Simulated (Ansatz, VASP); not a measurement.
# Au in VASP and in Ansatz

```
Au
1.0
     0.00000    2.02296    2.02296
     2.02296    0.00000    2.02296
     2.02296    2.02296    0.00000
Au
1
Direct
  0.00000 0.00000 0.00000
```

Alike in both runs: task single point; functional LDA; k mesh 13 × 13 × 13; no spin polarisation.

```csv
,VASP,Ansatz
version,VASP 6.6.1,Ansatz 0.2.0
potentials or method,"VASP PAW LDA potentials, release 64 (Au), cutoff 520 eV","plane waves (420 eV) with PAW, scalar-relativistic"
occupations,"methfessel-paxton of order 1, width 0.03 eV","cold, width 0.03 eV"
valence electrons in the cell,11,19
```

Ansatz gave:

```
pressure (GPa) : -0.1
```

Estimate VASP's values.

pressure (GPa): 0.4.

Ansatz warns that its potentials were made for another functional, while VASP's fit it. LDA's correlation is that of Perdew and Zunger in VASP and of Perdew and Wang (1992) in Ansatz. VASP's potentials hold 11 valence electrons a cell and Ansatz's 19, so a difference there can come from the potentials and not from the codes.

Spin-orbit coupling is off throughout.
